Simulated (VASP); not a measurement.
Input of a VASP 6.6.1 run:

The input INCAR:

```
ALGO = Normal
EDIFF = 1E-6
ENCUT = 520
GGA = PE
ISIF = 2
ISMEAR = 0
IVDW = 12
LASPH = T
LCHARG = F
LREAL = F
LWAVE = F
NBANDS = 10
NELM = 60
PREC = Accurate
SIGMA = 0.1
```

File KPOINTS:

```
k-points
0
Gamma
  24 24 12
```

The input POSCAR:

```
Al
1.0
    2.8038236456      0.0000000000      0.0000000000
   -1.4019118228      2.4281825048      0.0000000000
    0.0000000000      0.0000000000      4.6763983987
Al
2
Direct
    0.6666666667      0.3333333333      0.7500000000
    0.3333333333      0.6666666667      0.2500000000
```

Potentials or basis: VASP PAW PBE potentials, release 64 (Al).

Launch:

```bash
$ cat potpaw_PBE.64/Al/POTCAR > POTCAR
$ mpirun -np 1 vasp_std > vasp.out
```

Task: What does it give for the band gap on the k mesh?

Result: Zero (band 3 reaches 12.42 eV, above the bottom of band 4 at 5.16 eV).

Task: Estimate the dispersion energy per atom.

Result: -0.349 eV.

Task: Estimate the pressure.

Result: 0.0 GPa.

Stress tensor (GPa, compression positive):
```
 0.29  0.00  0.00
 0.00  0.29  0.00
 0.00  0.00 -0.59
```

Caveat: pairwise dispersion overbinds metals, which lowers pressure and volume.
